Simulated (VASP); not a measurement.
Al3Si2B: single point with PBE

Crystal: Al3Si2B.

```xyz
6
Lattice="0.0000 3.9171 3.9690 3.0496 0.0000 3.9690 3.0496 3.9171 0.0000" Properties=species:S:1:pos:R:3 pbc="T T T"
Al    3.0496    3.9171    1.4817
Al    3.0496    3.9171    6.4562
Al    3.0496    3.9171    3.9690
Si    4.6904    3.9171    3.9690
Si    1.4088    3.9171    3.9690
B     0.0000    0.0000    0.0000
```

The cell was generated, and may not be a known phase.

```json
{
  "Program": "VASP 6.6.1",
  "Task": "single point",
  "Functional": "PBE",
  "Potentials or basis": "VASP PAW PBE potentials, release 64 (Al, Si, B)",
  "Cutoff": "520 eV",
  "k mesh": "4 × 4 × 4",
  "Occupations": "gaussian, width 0.1 eV",
  "Spin": "no spin polarisation",
  "Dipole correction": "no",
  "Further INCAR settings": "ALGO = Normal; EDIFF = 1e-06; NBANDS = 19"
}
```

```json
{
  "Pressure": "135.7 GPa",
  "Largest force": "24.612 eV/Å",
  "Band gap on the k mesh": "zero (bands 10 and 11 overlap by 1.24 eV)"
}
```

Forces in eV/Å, atoms in the order of the input:
```
Al    0.000   0.000  24.612
Al    0.000   0.000 -24.612
Al    0.000   0.000   0.000
Si   -4.379   0.000   0.000
Si    4.379   0.000   0.000
B     0.000   0.000   0.000
```

Stress tensor (GPa, compression positive):
```
281.00   0.00   0.00
  0.00  -3.38   0.00
  0.00   0.00 129.37
```

Levels at points of the mesh, in eV from the Fermi level:
```
           k point  band 8  band 9  band 10  band 11  band 12  band 13
(0.00, 0.00, 0.00)   -3.17   -2.00    -1.47    -1.04     1.10     1.51
(0.50, 0.00, 0.00)   -2.99   -0.96     0.06     1.19     1.50     1.66
(0.50, 0.50, 0.00)   -2.32   -1.71    -1.40     0.85     1.44     1.86
(0.50, 0.00, 0.50)   -3.26   -1.31    -1.11     0.61     2.99     3.22
(0.00, 0.50, 0.50)   -2.01   -1.93    -0.82     0.02     0.23     1.42
```

It took 46 s on 1 thread of Intel(R) Xeon(R) Platinum 8259CL CPU @ 2.50GHz (Skylake/Cascade Lake) (shared host), peak memory 0.24 GiB.

Caveat: the k points lie up to 0.38 Å⁻¹ apart, too coarse for converged energies and pressures of a metal; forces of over 1 eV/Å act on the atoms, so gaps and moduli don't describe the material at rest.
